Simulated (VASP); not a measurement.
# Rh (P6_3/mmc) in VASP: further runs

Rh is run at these levels: r2SCAN, PBE; tasks: single point.

Everything below comes from runs of VASP 6.6.1. Logs are shortened: lines on timing, memory, paths and dates and some standing lists are left out, and cuts for length are marked.

## (1) The cell of the first run

The structure is hexagonal, space group P6_3/mmc (No. 194). Conventional cell: a = 2.785 Å, b = 2.785 Å, c = 4.515 Å, α = 90.00°, β = 90.00°, γ = 120.00°. Rh (site symmetry -6m2) has 12 Rh at 2.77 to 2.78 Å within 3.7 Å.

## (2) Single point, r2SCAN

POSCAR reads:

```
Rh
1.0
    2.7845412492      0.0000000000      0.0000000000
   -1.3922706246      2.4114834597      0.0000000000
    0.0000000000      0.0000000000      4.5153441684
Rh
2
Direct
    0.3333333333      0.6666666667      0.2500000000
    0.6666666667      0.3333333333      0.7500000000
```

INCAR.step1 reads:

```
PREC = Accurate
ENCUT = 520
ISMEAR = -1
SIGMA = 0.05
LREAL = F
LASPH = T
NELM = 100
NBANDS = 22
GGA = PE
ALGO = Normal
EDIFF = 1E-4
LWAVE = T
LCHARG = F
```

INCAR.step2 reads:

```
PREC = Accurate
ENCUT = 520
EDIFF = 1E-7
ISMEAR = -1
SIGMA = 0.05
LREAL = F
LASPH = T
NELM = 100
ALGO = Normal
ISIF = 2
LWAVE = F
LCHARG = F
METAGGA = R2SCAN
LMIXTAU = T
NBANDS = 22
ISTART = 1
```

KPOINTS reads:

```
regular mesh
0
Gamma
  11 11 6
```

Potentials or basis: VASP PAW PBE potentials, release 64 (Rh_pv).

Run with:

```bash
$ cat potpaw_PBE.64/Rh_pv/POTCAR > POTCAR
$ cp INCAR.step1 INCAR
$ mpirun -np 1 vasp_std > vasp.out
$ cp INCAR.step2 INCAR
$ mpirun -np 1 vasp_std > vasp.out
```

OUTCAR:

```text
PREC = Accurate
   ENCUT = 520
   EDIFF = 1E-7
   ISMEAR = -1
   LREAL = F
   LASPH = T
   NELM = 100
   ISIF = 2
   METAGGA = R2SCAN
   ISTART = 1

 ion  position               nearest neighbor table
   1  0.333  0.667  0.250-   2 2.77   2 2.77   2 2.77   2 2.77   2 2.77   2 2.77
   2  0.667  0.333  0.750-   1 2.77   1 2.77   1 2.77   1 2.77   1 2.77   1 2.77

  LATTYP: Found a hexagonal cell.
 ALAT       =     2.7845412492
 C/A-ratio  =     1.6215756077

  Lattice vectors:

 A1 = (   2.7845412492,   0.0000000000,   0.0000000000)
 A2 = (  -1.3922706246,   2.4114834597,   0.0000000000)
 A3 = (   0.0000000000,   0.0000000000,   4.5153441684)

Analysis of symmetry for initial positions (statically):
=====================================================================
 Subroutine PRICEL returns:
 Original cell was already a primitive cell.

 Routine SETGRP: Setting up the symmetry group for a
 hexagonal supercell.

 Subroutine GETGRP returns: Found 24 space group operations
 (whereof 12 operations were pure point group operations)
 out of a pool of 24 trial point group operations.

The static configuration has the point symmetry D_3d.
 The point group associated with its full space group is D_6h.

Analysis of symmetry for dynamics (positions and initial velocities):
=====================================================================
 Subroutine PRICEL returns:
 Original cell was already a primitive cell.

 Routine SETGRP: Setting up the symmetry group for a
 hexagonal supercell.

 Subroutine GETGRP returns: Found 24 space group operations
 (whereof 12 operations were pure point group operations)
 out of a pool of 24 trial point group operations.

The dynamic configuration has the point symmetry D_3d.
 The point group associated with its full space group is D_6h.

 Subroutine INISYM returns: Found 24 space group operations
 (whereof 12 operations are pure point group operations),
 and found     1 'primitive' translations

----------------------------------------------------------------------------------------

                                     Primitive cell

  volume of cell :      30.3200

  direct lattice vectors                    reciprocal lattice vectors
     2.784541249  0.000000000  0.000000000     0.359125583  0.207341252  0.000000000
[... 74 lines left out ...]
   NGX,Y,Z   is equivalent  to a cutoff of  14.33, 14.33, 13.25 a.u.
   NGXF,Y,Z  is equivalent  to a cutoff of  28.66, 28.66, 26.51 a.u.
 SYSTEM =  unknown system
   PREC   = accura    normal or accurate (medium, high low for compatibility)
   ISTART =      1    job   : 0-new  1-cont  2-samecut
   ICHARG =      0    charge: 1-file 2-atom 10-const
   ISPIN  =      1    spin polarized calculation?
   LNONCOLLINEAR =      F non collinear calculations
   LSORBIT =      F    spin-orbit coupling
   LASPH  =      T    aspherical Exc in radial PAW
   ENCUT  =  520.0 eV  38.22 Ry    6.18 a.u.   5.18  5.18  8.40*2*pi/ulx,y,z
   NELM   =    100;   NELMIN=  2; NELMDL=  0     # of ELM steps
   EDIFF  = 0.1E-06   stopping-criterion for ELM
   LREAL  =      F    real-space projection
   EDIFFG = 0.1E-05   stopping-criterion for IOM
   NSW    =      0    number of steps for IOM
   IBRION =     -1    ionic relax: 0-MD 1-quasi-New 2-CG
   NFREE  =      0    steps in history (QN), initial steepest desc. (CG)
   ISIF   =      2    stress and relaxation
   ISYM   =      2    0-nonsym 1-usesym 2-fastsym
   POTIM  = 0.5000    time-step for ionic-motion
   TEBEG  =    0.0;   TEEND  =   0.0 temperature during run
   PSTRESS=    0.0 pullay stress
   NELECT =      30.0000    total number of electrons
   NUPDOWN=      -1.0000    fix difference up-down
   EMIN   =  10.00;   EMAX   =-10.00  energy-range for DOS
   EFERMI =   0.00;   METHOD = LEGACY
   ISMEAR =    -1;   SIGMA  =   0.05  broadening in eV -4-tet -1-fermi 0-gaus
   EFERMI_NEDOS =   21; number of points for ismear=-14 and -15
   IALGO  =     38    algorithm
   IMIX   =      4    mixing-type and parameters
     AMIX     =   0.40;   BMIX     =  1.00
     AMIX_MAG =   1.60;   BMIX_MAG =  1.00
  volume/ion in A,a.u.               =      15.16       102.30
  Fermi-wavevector in a.u.,A,eV,Ry     =   1.631319  3.082747 36.207862  2.661203
  Thomas-Fermi vector in A             =   2.723475
   LORBIT       =      0    0 simple, 1 ext, 2 COOP (PROOUT), +10 PAW based schemes
   METAGGA = R2SCAN    functional components
   LHFCALC =     F    Hartree Fock is set to
   AEXX    =    0.0000 exact exchange contribution
   IVDW    =     0    specifies the selected vdW correction
   LEPSILON=     F    determine dielectric tensor
   LRPA    =     F    only Hartree local field effects (RPA)
 non-spin polarized calculation
  energy-cutoff  :      520.00
  volume of cell :       30.32
 maximum number of plane-waves:       829
 NGX is ok and might be reduce to    24
   NGX = 11   NGY = 11   NGZ = 17

 number of electron      30.0000001 magnetization

 Free energy of the ion-electron system (eV)
  ---------------------------------------------------
  ext. energy  EPLUGINS =         0.00000000
  ---------------------------------------------------
  free energy    TOTEN  =       -48.00609702 eV

  energy without entropy =      -47.97402751  energy(sigma->0) =      -47.99006226

 E-fermi :  10.1031     XC(G=0): -14.4840

 val. band max:       10.0957825972   @ k =   0.3636   0.1818   0.3333
 cond. band min:      10.1047938692   @ k =   0.3636   0.0000   0.0000
 fundamental gap:      0.0090112720
 Fermi energy:        10.1031469519

 k-point     1 :       0.0000    0.0000    0.0000
  band No.  band energies     occupation
      1     -38.1449      2.00000
      2     -37.6452      2.00000
      3     -37.6452      2.00000
      4     -37.5753      2.00000
      5     -37.5629      2.00000
      6     -37.5629      2.00000
[... 589 lines left out ...]
     21      26.1401      0.00000
     22      27.5823      0.00000

 [... further k-points ...]
[... 5 lines left out ...]
  --------------------------------------------------------------------------------------
  -------------------------------------------------------------------------------------
  Total       -3.7150601     -3.7150601     -4.0330630      0.0000000      0.0000000      0.0000000
  in kB     -196.3123485   -196.3123485   -213.1163580      0.0000000      0.0000000      0.0000000
  external PRESSURE =    -201.9136850 kB  Pullay stress =       0.0000000 kB

 VOLUME and BASIS-vectors are now :
 -----------------------------------------------------------------------------
  energy-cutoff  :      520.00
  volume of cell :       30.32
      direct lattice vectors                 reciprocal lattice vectors
     2.784541249  0.000000000  0.000000000     0.359125583  0.207341252  0.000000000
    -1.392270625  2.411483460  0.000000000     0.000000000  0.414682504  0.000000000
     0.000000000  0.000000000  4.515344168     0.000000000  0.000000000  0.221467060

 POSITION                                       TOTAL-FORCE (eV/Angst)
 -----------------------------------------------------------------------------------
     -0.00000      1.60766      1.12884        -0.000000     -0.000000      0.000000
      1.39227      0.80383      3.38651         0.000000      0.000000      0.000000
 -----------------------------------------------------------------------------------
    total drift:                               -0.000000      0.000000     -0.000000

  FREE ENERGIE OF THE ION-ELECTRON SYSTEM (eV)
  ---------------------------------------------------
  free  energy   TOTEN  =       -48.0060970176 eV

  energy  without entropy=      -47.9740275093  energy(sigma->0) =      -47.99006226
```

It took 69 s on 1 thread of Intel Xeon 6975P-C (Granite Rapids), shared host; peak memory 0.18 GiB.

What came out:

```
Free energy            : -48.0061 eV
Pressure               : -20.2 GPa
Band gap on the k mesh : zero (band 15 reaches 10.63 eV, above the bottom of band 16 at 8.57 eV)
```

Levels at points of the mesh, in eV from the Fermi level:
| k point | band 13 | band 14 | band 15 | band 16 | band 17 | band 18 |
| --- | --- | --- | --- | --- | --- | --- |
| (0.00, 0.00, 0.00) | -2.23 | -1.69 | -1.69 | 0.13 | 0.13 | 1.00 |
| (0.00, 0.00, 0.50) | -2.78 | -2.78 | -0.39 | -0.39 | -0.39 | -0.39 |

Caveat: the PAW data sets were made with another functional, which shifts forces and pressure a little.

## (3) Single point, PBE

This run uses another cell than the first one, of 13.44 Å³/atom, 0.887 times its volume.

INCAR reads:

```
ALGO     = Normal         # electronic algorithm
EDIFF    = 1E-7           # SCF threshold, eV
ENCUT    = 520            # plane-wave cutoff, eV
GGA      = PE             # functional
ISIF     = 2              # what is computed and relaxed
ISMEAR   = -1             # smearing method
LASPH    = T              # aspherical terms in the spheres
LCHARG   = F              # write CHGCAR
LREAL    = F              # projectors in reciprocal space
LWAVE    = F              # write WAVECAR
NBANDS   = 22             # bands
NELM     = 100            # most SCF steps
PREC     = Accurate       # precision mode
SIGMA    = 0.05           # smearing width, eV
```

KPOINTS reads:

```
k-points
0
Gamma
  11 11 6
```

POSCAR reads:

```
Rh
1.0
    2.6752291329      0.0000000000      0.0000000000
   -1.3376145665      2.3168163901      0.0000000000
    0.0000000000      0.0000000000      4.3380863070
Rh
2
Direct
    0.3333333333      0.6666666667      0.2500000000
    0.6666666667      0.3333333333      0.7500000000
```

Potentials or basis: VASP PAW PBE potentials, release 64 (Rh_pv).

Run with:

```bash
$ cat potpaw_PBE.64/Rh_pv/POTCAR > POTCAR
$ mpirun -np 1 vasp_std > vasp.out
```

Wall time 17 s (1 thread of Intel Xeon Platinum 8488C (Sapphire Rapids), shared host); peak memory 0.15 GiB.

It converged, with:

```yaml
Free_energy: -14.3945 eV
Pressure: 13.8 GPa
Band_gap_on_the_k_mesh: zero (band 15 reaches 13.06 eV, above the bottom of band 16 at 10.62 eV)
```

Stress tensor (GPa, compression positive):
```
14.14  0.00  0.00
 0.00 14.14  0.00
 0.00  0.00 13.14
```

Levels at points of the mesh, in eV from the Fermi level:
```tsv
k point	band 11	band 12	band 13	band 14	band 15	band 16	band 17	band 18	band 19	band 20
(0.00, 0.00, 0.00)	-3.14	-2.60	-2.60	-1.95	-1.95	0.15	0.15	0.68	8.83	15.90
(0.00, 0.00, 0.50)	-3.24	-3.24	-3.24	-3.24	-0.44	-0.44	-0.44	-0.44	14.92	14.92
```
